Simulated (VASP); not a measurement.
Set up this calculation in VASP 6.6.1, as the native input.

```
Task                   : single point
Functional             : PBE
Potentials or basis    : VASP PAW PBE potentials, release 64 (In_d, As)
Cutoff                 : 520 eV
k mesh                 : 12 × 12 × 12
Occupations            : gaussian, width 0.1 eV
Spin                   : no spin polarisation
Dipole correction      : no
Further INCAR settings : ALGO = Normal; EDIFF = 1e-06; NBANDS = 16
```

The structure of InAs lies in POSCAR:

```
InAs
1.0
    0.0000000000      3.0942002533      3.0942002533
    3.0942002533      0.0000000000      3.0942002533
    3.0942002533      3.0942002533      0.0000000000
In As
1 1
Direct
    0.7500000000      0.7500000000      0.7500000000
    0.0000000000      0.0000000000      0.0000000000
```

The input as run:

INCAR

```
ALGO = Normal ; EDIFF = 1E-6
ENCUT = 520 ; GGA = PE
ISIF = 2 ; ISMEAR = 0
LASPH = T ; LCHARG = F
LREAL = F ; LWAVE = F
NBANDS = 16 ; NELM = 60
PREC = Accurate ; SIGMA = 0.1
```

KPOINTS

```
k-points
0
Gamma
  12 12 12
```

Potentials or basis: VASP PAW PBE potentials, release 64 (In_d, As).

Command:

```console
$ cat potpaw_PBE.64/In_d/POTCAR potpaw_PBE.64/As/POTCAR > POTCAR
$ mpirun -np 1 vasp_std > vasp.out
```

It gave:

```json
{"Pressure": "0.0 GPa", "Band gap on the k mesh": "zero (filled and empty bands touch)"}
```

Caveat: spin-orbit coupling is left out, which moves the levels of the heavy elements.

Run time: 25 s on 1 thread of Intel(R) Xeon(R) 6975P-C (Granite Rapids) (shared host), peak memory 0.24 GiB.
